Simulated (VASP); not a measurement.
Set up this calculation in VASP 6.6.1, as the native input.

```yaml
Task: single point
Functional: r2SCAN
Potentials_or_basis: VASP PAW PBE potentials, release 64 (Ni, Si)
Cutoff: 520 eV
k_mesh: 9 × 9 × 9
Occupations: fermi-dirac, width 0.05 eV
Spin: collinear spin, ferromagnetic start
Starting_moments: "[1.0, 0.0, 0.0] μB"
Dipole_correction: no
Further_INCAR_settings: ALGO = Normal; EDIFF = 1e-06; NBANDS = 20
```

Si2Ni:

```
Ni Si
1.0
     0.00000    2.70300    2.70300
     2.70300    0.00000    2.70300
     2.70300    2.70300    0.00000
Ni Si
1 2
Direct
  0.00000 0.00000 0.00000
  0.75000 0.75000 0.75000
  0.25000 0.25000 0.25000
```

The input as run:

POSCAR

```
Si2Ni
1.0
    0.0000000000      2.7030000000      2.7030000000
    2.7030000000      0.0000000000      2.7030000000
    2.7030000000      2.7030000000      0.0000000000
Ni Si
1 2
Direct
    0.0000000000      0.0000000000      0.0000000000
    0.7500000000      0.7500000000      0.7500000000
    0.2500000000      0.2500000000      0.2500000000
```

INCAR.step1

```
SYSTEM = Si2Ni
PREC = Accurate
ENCUT = 520
ISMEAR = -1
SIGMA = 0.05
LREAL = .False.
LASPH = .True.
NELM = 150
ISPIN = 2
MAGMOM = 1 0 0
LMAXMIX = 4
NBANDS = 20
GGA = PE
ALGO = Normal
EDIFF = 1E-4
LWAVE = .True.
LCHARG = .False.
```

INCAR.step2

```
SYSTEM = Si2Ni
PREC = Accurate
ENCUT = 520
EDIFF = 1E-6
ISMEAR = -1
SIGMA = 0.05
LREAL = .False.
LASPH = .True.
NELM = 150
ALGO = Normal
ISIF = 2
LWAVE = .False.
LCHARG = .True.
ISPIN = 2
MAGMOM = 1 0 0
LORBIT = 11
LMAXMIX = 4
METAGGA = R2SCAN
LMIXTAU = .True.
LELF = .True.
LVHAR = .True.
NBANDS = 20
ISTART = 1
```

KPOINTS

```
Automatic mesh
0
Gamma
  9 9 9
  0 0 0
```

Potentials or basis: VASP PAW PBE potentials, release 64 (Ni, Si).

Run with:

```sh
$ cat potpaw_PBE.64/Ni/POTCAR potpaw_PBE.64/Si/POTCAR > POTCAR
$ cp INCAR.step1 INCAR
$ mpirun -np 1 vasp_std > vasp.out
$ cp INCAR.step2 INCAR
$ mpirun -np 1 vasp_std > vasp.out
```

It gave:

| Item | Value |
| --- | --- |
| Pressure | -1.6 GPa |
| Band gap on the k mesh | zero (filled and empty bands overlap) |
| Net moment | 0.00 μB per cell |
| Valence electrons inside the program's atomic spheres | Ni 9.88; Si 1.59 |

Caveat: the PAW data sets were made with another functional, which shifts forces and pressure a little.

Run time: 2.8 min on 1 thread of Intel(R) Xeon(R) Platinum 8488C (Sapphire Rapids), with other jobs on the host, peak memory 0.2 GiB.
